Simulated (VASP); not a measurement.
# Si3N4 (P6_3/m) in VASP: relaxation of the atoms with PBE

Aim: the relaxation of the atoms of Si3N4 with PBE.

Everything below comes from runs of VASP 6.6.1. Logs are shortened: lines on timing, memory, paths and dates and some standing lists are left out, and cuts for length are marked.

## Step 1: The cell of the first run

It takes space group P6_3/m (No. 176, hexagonal). Conventional cell: a = 7.627 Å, b = 7.627 Å, c = 2.918 Å, α = 90.00°, β = 90.00°, γ = 120.00°. Si (site symmetry m) has 4 N at 1.68 to 1.76 Å within 2.2 Å. N (site symmetry -6) has 3 Si at 1.68 Å within 2.2 Å. N (site symmetry m) has 3 Si at 1.76 Å within 2.3 Å.

## Step 2: Relaxation of the atoms, PBE

INCAR reads:

```
SYSTEM = Si3N4
PREC     = Accurate       ! precision mode
ENCUT    = 520            ! plane-wave cutoff, eV
EDIFF    = 1E-6           ! SCF threshold, eV
ISMEAR   = -1             ! smearing method
SIGMA    = 0.02           ! smearing width, eV
LREAL    = .False.        ! projectors in reciprocal space
LASPH    = .True.         ! aspherical terms in the spheres
NELM     = 100            ! most SCF steps
ALGO     = Normal         ! electronic algorithm
ISIF     = 2              ! what is computed and relaxed
LWAVE    = .False.        ! write WAVECAR
LCHARG   = .False.        ! write CHGCAR
GGA      = PE             ! functional
IBRION   = 2              ! ionic algorithm
NSW      = 80             ! ionic steps
EDIFFG   = -0.02          ! ionic threshold
```

KPOINTS reads:

```
regular mesh
0
Gamma
  4 4 9
  0 0 0
```

POSCAR reads:

```
Si3N4
1.0
    7.6272000000      0.0000000000      0.0000000000
   -3.8136000000      6.6053489597      0.0000000000
    0.0000000000      0.0000000000      2.9182000000
Si N
6 8
Direct
    0.1842000000      0.7704000000      0.2500000000
    0.4138000000      0.1842000000      0.7500000000
    0.2296000000      0.4138000000      0.2500000000
    0.8158000000      0.2296000000      0.7500000000
    0.5862000000      0.8158000000      0.2500000000
    0.7704000000      0.5862000000      0.7500000000
    0.3333333333      0.6666666667      0.2500000000
    0.6666666667      0.3333333333      0.7500000000
    0.3399000000      0.0357000000      0.2500000000
    0.3042000000      0.3399000000      0.7500000000
    0.9643000000      0.3042000000      0.2500000000
    0.6601000000      0.9643000000      0.7500000000
    0.6958000000      0.6601000000      0.2500000000
    0.0357000000      0.6958000000      0.7500000000
```

Potentials or basis: VASP PAW PBE potentials, release 64 (Si, N).

Started as:

```bash
cat potpaw_PBE.64/Si/POTCAR potpaw_PBE.64/N/POTCAR > POTCAR
mpirun -np 1 vasp_std > vasp.out
```

OUTCAR:

```text
SYSTEM = Si3N4
   PREC = Accurate
   ENCUT = 520
   EDIFF = 1E-6
   ISMEAR = -1
   LREAL = .False.
   LASPH = .True.
   NELM = 100
   ISIF = 2
   GGA = PE
   IBRION = 2
   NSW = 80
   EDIFFG = -0.02

 ion  position               nearest neighbor table
   1  0.184  0.770  0.250-   7 1.68  14 1.76  14 1.76   9 1.76   3 2.91   5 2.91   2 3.10   2 3.10
                             6 3.10   6 3.10
   2  0.414  0.184  0.750-   8 1.68   9 1.76   9 1.76  10 1.76   6 2.91   4 2.91   1 3.10   1 3.10
                             3 3.10   3 3.10
   3  0.230  0.414  0.250-   7 1.68  10 1.76  10 1.76  11 1.76   5 2.91   1 2.91   2 3.10   2 3.10
                             4 3.10   4 3.10
   4  0.816  0.230  0.750-   8 1.68  11 1.76  11 1.76  12 1.76   6 2.91   2 2.91   5 3.10   5 3.10
                             3 3.10   3 3.10
   5  0.586  0.816  0.250-   7 1.68  12 1.76  12 1.76  13 1.76   3 2.91   1 2.91   4 3.10   4 3.10
                             6 3.10   6 3.10
   6  0.770  0.586  0.750-   8 1.68  13 1.76  13 1.76  14 1.76   2 2.91   4 2.91   5 3.10   5 3.10
                             1 3.10   1 3.10
   7  0.333  0.667  0.250-   1 1.68   5 1.68   3 1.68
   8  0.667  0.333  0.750-   4 1.68   2 1.68   6 1.68
   9  0.340  0.036  0.250-   2 1.76   2 1.76   1 1.76
  10  0.304  0.340  0.750-   3 1.76   3 1.76   2 1.76
  11  0.964  0.304  0.250-   4 1.76   4 1.76   3 1.76
  12  0.660  0.964  0.750-   5 1.76   5 1.76   4 1.76
  13  0.696  0.660  0.250-   6 1.76   6 1.76   5 1.76
  14  0.036  0.696  0.750-   1 1.76   1 1.76   6 1.76

  LATTYP: Found a hexagonal cell.
 ALAT       =     7.6272000000
 C/A-ratio  =     0.3826043633

  Lattice vectors:

 A1 = (   7.6272000000,   0.0000000000,   0.0000000000)
 A2 = (  -3.8136000000,   6.6053489597,   0.0000000000)
 A3 = (   0.0000000000,   0.0000000000,   2.9182000000)

Analysis of symmetry for initial positions (statically):
=====================================================================
 Subroutine PRICEL returns:
 Original cell was already a primitive cell.

 Routine SETGRP: Setting up the symmetry group for a
 hexagonal supercell.

 Subroutine GETGRP returns: Found 12 space group operations
 (whereof  6 operations were pure point group operations)
 out of a pool of 24 trial point group operations.

The static configuration has the point symmetry S_6 .
 The point group associated with its full space group is C_6h.

Analysis of symmetry for dynamics (positions and initial velocities):
=====================================================================
 Subroutine PRICEL returns:
 Original cell was already a primitive cell.

 Routine SETGRP: Setting up the symmetry group for a
 hexagonal supercell.

 Subroutine GETGRP returns: Found 12 space group operations
 (whereof  6 operations were pure point group operations)
 out of a pool of 24 trial point group operations.

The dynamic configuration has the point symmetry S_6 .
 The point group associated with its full space group is C_6h.

 Subroutine INISYM returns: Found 12 space group operations
 (whereof  6 operations are pure point group operations),
 and found     1 'primitive' translations

----------------------------------------------------------------------------------------

                                     Primitive cell

  volume of cell :     147.0198

  direct lattice vectors                    reciprocal lattice vectors
     7.627200000  0.000000000  0.000000000     0.131109713  0.075696228  0.000000000
    -3.813600000  6.605348960  0.000000000     0.000000000  0.151392456  0.000000000
     0.000000000  0.000000000  2.918200000     0.000000000  0.000000000  0.342676993

  length of vectors
     7.627200000  7.627200000  2.918200000     0.151392456  0.151392456  0.342676993

  position of ions in fractional coordinates (direct lattice)
     0.184200000  0.770400000  0.250000000
     0.413800000  0.184200000  0.750000000
     0.229600000  0.413800000  0.250000000
     0.815800000  0.229600000  0.750000000
     0.586200000  0.815800000  0.250000000
     0.770400000  0.586200000  0.750000000
     0.333333333  0.666666667  0.250000000
     0.666666667  0.333333333  0.750000000
     0.339900000  0.035700000  0.250000000
     0.304200000  0.339900000  0.750000000
     0.964300000  0.304200000  0.250000000
     0.660100000  0.964300000  0.750000000
     0.695800000  0.660100000  0.250000000
     0.035700000  0.695800000  0.750000000

  ion indices of the primitive-cell ions
   primitive index   ion index
                 1           1
                 2           2
                 3           3
                 4           4
                 5           5
                 6           6
                 7           7
                 8           8
                 9           9
                10          10
                11          11
                12          12
                13          13
                14          14

----------------------------------------------------------------------------------------

 KPOINTS: regular mesh

Automatic generation of k-mesh.
 Grid dimensions read from file:
 generate k-points for:    4    4    9

 Generating k-lattice:

  Cartesian coordinates                     Fractional coordinates (reciprocal lattice)
     0.032777428  0.018924057  0.000000000     0.250000000 -0.000000000  0.000000000
     0.000000000  0.037848114  0.000000000     0.000000000  0.250000000  0.000000000
     0.000000000  0.000000000  0.038075221     0.000000000  0.000000000  0.111111111

  Length of vectors
     0.037848114  0.037848114  0.038075221

  Shift w.r.t. Gamma in fractional coordinates (k-lattice)
     0.000000000  0.000000000  0.000000000

 Subroutine IBZKPT returns following result:
 ===========================================

 Found     20 irreducible k-points:

 Following reciprocal coordinates:
            Coordinates               Weight
  0.000000  0.000000  0.000000      1.000000
  0.250000  0.000000  0.000000      6.000000
  0.500000  0.000000  0.000000      3.000000
  0.250000  0.250000  0.000000      6.000000
  0.000000  0.000000  0.111111      2.000000
  0.250000  0.000000  0.111111     12.000000
[... 12 lines left out ...]
  0.500000  0.000000  0.444444      6.000000
  0.250000  0.250000  0.444444     12.000000
   k-points           NKPTS =     20   k-points in BZ     NKDIM =     20   number of bands    NBANDS=     40
   number of dos      NEDOS =    301   number of ions     NIONS =     14
   total plane-waves  NPLWV =  86400
   dimension x,y,z NGX =    60 NGY =   60 NGZ =   24
   dimension x,y,z NGXF=   120 NGYF=  120 NGZF=   48
   ions per type =               6   8
   NGX,Y,Z   is equivalent  to a cutoff of  13.08, 13.08, 13.67 a.u.
   NGXF,Y,Z  is equivalent  to a cutoff of  26.16, 26.16, 27.34 a.u.
 SYSTEM =  Si3N4
   PREC   = accura    normal or accurate (medium, high low for compatibility)
   ISTART =      0    job   : 0-new  1-cont  2-samecut
   ICHARG =      2    charge: 1-file 2-atom 10-const
   ISPIN  =      1    spin polarized calculation?
   LNONCOLLINEAR =      F non collinear calculations
   LSORBIT =      F    spin-orbit coupling
   LASPH  =      T    aspherical Exc in radial PAW
   ENCUT  =  520.0 eV  38.22 Ry    6.18 a.u.  14.18 14.18  5.43*2*pi/ulx,y,z
   NELM   =    100;   NELMIN=  2; NELMDL= -5     # of ELM steps
   EDIFF  = 0.1E-05   stopping-criterion for ELM
   LREAL  =      F    real-space projection
   EDIFFG = -.2E-01   stopping-criterion for IOM
   NSW    =     80    number of steps for IOM
   IBRION =      2    ionic relax: 0-MD 1-quasi-New 2-CG
   NFREE  =      1    steps in history (QN), initial steepest desc. (CG)
   ISIF   =      2    stress and relaxation
   ISYM   =      2    0-nonsym 1-usesym 2-fastsym
   POTIM  = 0.5000    time-step for ionic-motion
   TEBEG  =    0.0;   TEEND  =   0.0 temperature during run
   PSTRESS=    0.0 pullay stress
   NELECT =      64.0000    total number of electrons
   NUPDOWN=      -1.0000    fix difference up-down
   EMIN   =  10.00;   EMAX   =-10.00  energy-range for DOS
   EFERMI =   0.00;   METHOD = LEGACY
   ISMEAR =    -1;   SIGMA  =   0.02  broadening in eV -4-tet -1-fermi 0-gaus
   EFERMI_NEDOS =   21; number of points for ismear=-14 and -15
   IALGO  =     38    algorithm
   IMIX   =      4    mixing-type and parameters
     AMIX     =   0.40;   BMIX     =  1.00
     AMIX_MAG =   1.60;   BMIX_MAG =  1.00
  volume/ion in A,a.u.               =      10.50        70.87
  Fermi-wavevector in a.u.,A,eV,Ry     =   1.240727  2.344634 20.944850  1.539403
  Thomas-Fermi vector in A             =   2.375155
   LORBIT       =      0    0 simple, 1 ext, 2 COOP (PROOUT), +10 PAW based schemes
   GGA     = PE    functional components
   LHFCALC =     F    Hartree Fock is set to
   AEXX    =    0.0000 exact exchange contribution
   IVDW    =     0    specifies the selected vdW correction
   LEPSILON=     F    determine dielectric tensor
   LRPA    =     F    only Hartree local field effects (RPA)
 conjugate gradient relaxation of ions
 non-spin polarized calculation
  energy-cutoff  :      520.00
  volume of cell :      147.02
 maximum number of plane-waves:      3988
 NGX is ok and might be reduce to    60
   NGX = 29   NGY = 29   NGZ = 11

--------------------------------------- Ionic step        1  -------------------------------------------

 number of electron      63.9999995 magnetization

 Free energy of the ion-electron system (eV)
  ---------------------------------------------------
  ext. energy  EPLUGINS =         0.00000000
  ---------------------------------------------------
  free energy    TOTEN  =      -114.08214481 eV

  energy without entropy =     -114.08214481  energy(sigma->0) =     -114.08214481

------------------------ aborting loop because EDIFF is reached ----------------------------------------

  FORCE on cell =-STRESS in cart. coord.  units (eV):
  Direction    XX          YY          ZZ          XY          YZ          ZX
  --------------------------------------------------------------------------------------
  -------------------------------------------------------------------------------------
  Total        6.1230599      6.1230599     -0.8318105      0.0000001      0.0000000      0.0000000
  in kB       66.7272362     66.7272362     -9.0648172      0.0000014      0.0000000      0.0000000
  external PRESSURE =      41.4632184 kB  Pullay stress =       0.0000000 kB
[... 125 lines left out ...]
  FREE ENERGIE OF THE ION-ELECTRON SYSTEM (eV)
  ---------------------------------------------------
  free  energy   TOTEN  =      -114.3918968412 eV

  energy  without entropy=     -114.3918968412  energy(sigma->0) =     -114.39189684

[... ionic steps 4 to 10 ...]

--------------------------------------- Ionic step       11  -------------------------------------------

 number of electron      63.9999993 magnetization

------------------------ aborting loop because EDIFF is reached ----------------------------------------

  FORCE on cell =-STRESS in cart. coord.  units (eV):
  Direction    XX          YY          ZZ          XY          YZ          ZX
  --------------------------------------------------------------------------------------
  -------------------------------------------------------------------------------------
  Total        2.5749085      2.5749085      2.2738528      0.0000001      0.0000000      0.0000000
  in kB       28.0605663     28.0605663     24.7797527      0.0000007      0.0000000      0.0000000
  external PRESSURE =      26.9669618 kB  Pullay stress =       0.0000000 kB
[... 81 lines left out ...]
  energy  without entropy=     -114.5292441614  energy(sigma->0) =     -114.52924416

--------------------------------------- Ionic step       13  -------------------------------------------

 number of electron      63.9999993 magnetization

 Free energy of the ion-electron system (eV)
  ---------------------------------------------------
  ext. energy  EPLUGINS =         0.00000000
  ---------------------------------------------------
  free energy    TOTEN  =      -114.52924426 eV

  energy without entropy =     -114.52924426  energy(sigma->0) =     -114.52924426

 E-fermi :   7.0907     XC(G=0): -10.7642

 val. band max:        6.6442313482   @ k =   0.0000   0.0000   0.2222
 cond. band min:      10.9339698886   @ k =   0.0000   0.0000   0.0000
 fundamental gap:      4.2897385405
 Fermi energy:         7.0906975211

 k-point     1 :       0.0000    0.0000    0.0000
  band No.  band energies     occupation
      1     -11.4863      2.00000
      2     -10.0436      2.00000
      3     -10.0436      2.00000
      4      -9.4027      2.00000
      5      -9.2694      2.00000
      6      -9.2694      2.00000
[... 890 lines left out ...]
  FREE ENERGIE OF THE ION-ELECTRON SYSTEM (eV)
  ---------------------------------------------------
  free  energy   TOTEN  =      -114.5292442631 eV

  energy  without entropy=     -114.5292442631  energy(sigma->0) =     -114.52924426

 reached required accuracy - stopping structural energy minimisation
```

Run time: 28 min. Hardware: 1 thread of Oxide Virtual Turin-like, shared host; peak memory 0.29 GiB.

What came out:

```
Free energy                  : -114.5292 eV
Energy gained by relaxing    : 31.9 meV/atom
Ionic steps                  : 13
Pressure after relaxing      : 2.7 GPa
Largest force after relaxing : 0.020 eV/Å
Band gap on the k mesh       : 4.29 eV (least direct gap 4.47 eV)
```

Forces in eV/Å, atoms in the order of the input:
```
Si  -0.001 -0.009  0.000
Si   0.007 -0.006  0.000
Si   0.009  0.003  0.000
Si   0.001  0.009  0.000
Si  -0.007  0.006  0.000
Si  -0.009 -0.003  0.000
N    0.000  0.000  0.000
N    0.000  0.000  0.000
N    0.014  0.014  0.000
N   -0.005  0.019  0.000
N   -0.019  0.005  0.000
N   -0.014 -0.014  0.000
N    0.005 -0.019  0.000
N    0.019 -0.005  0.000
```

Step by step:
```
step  energy change (eV)  largest force (eV/Å)  pressure (GPa)
   1              0.0000                2.2489            4.15
   2              0.2058                2.8413            3.34
   3             -0.3098                0.7568            3.16
   4             -0.4061                0.3405            3.06
   5             -0.4139                0.4533            3.06
   6             -0.4255                0.3825            2.99
   7             -0.4400                0.0717            2.99
   8             -0.4418                0.0612            2.94
   9             -0.4455                0.0722            2.80
  10             -0.4437                0.1886            2.51
  11             -0.4462                0.1100            2.70
  12             -0.4471                0.0205            2.66
  13             -0.4471                0.0199            2.66
```

Final structure:
```
Si N
1.0
     7.62720    0.00000    0.00000
    -3.81360    6.60535    0.00000
     0.00000    0.00000    2.91820
Si N
6 8
Direct
  0.17431 0.76830 0.25000
  0.40601 0.17431 0.75000
  0.23170 0.40601 0.25000
  0.82569 0.23170 0.75000
  0.59399 0.82569 0.25000
  0.76830 0.59399 0.75000
  0.33333 0.66667 0.25000
  0.66667 0.33333 0.75000
  0.32965 0.03025 0.25000
  0.29939 0.32965 0.75000
  0.96975 0.29939 0.25000
  0.67035 0.96975 0.75000
  0.70061 0.67035 0.25000
  0.03025 0.70061 0.75000
```

Levels at points of the mesh, in eV from the valence-band top:
```csv
k point,band 28,band 29,band 30,band 31,band 32,band 33,band 34,band 35,band 36,band 37
"(0.00, 0.00, 0.00)",-1.25,-1.25,-0.44,-0.37,-0.18,4.29,4.70,4.85,4.85,5.18
"(0.50, 0.00, 0.00)",-1.65,-1.32,-0.75,-0.31,-0.24,4.59,4.68,4.83,5.24,5.80
```
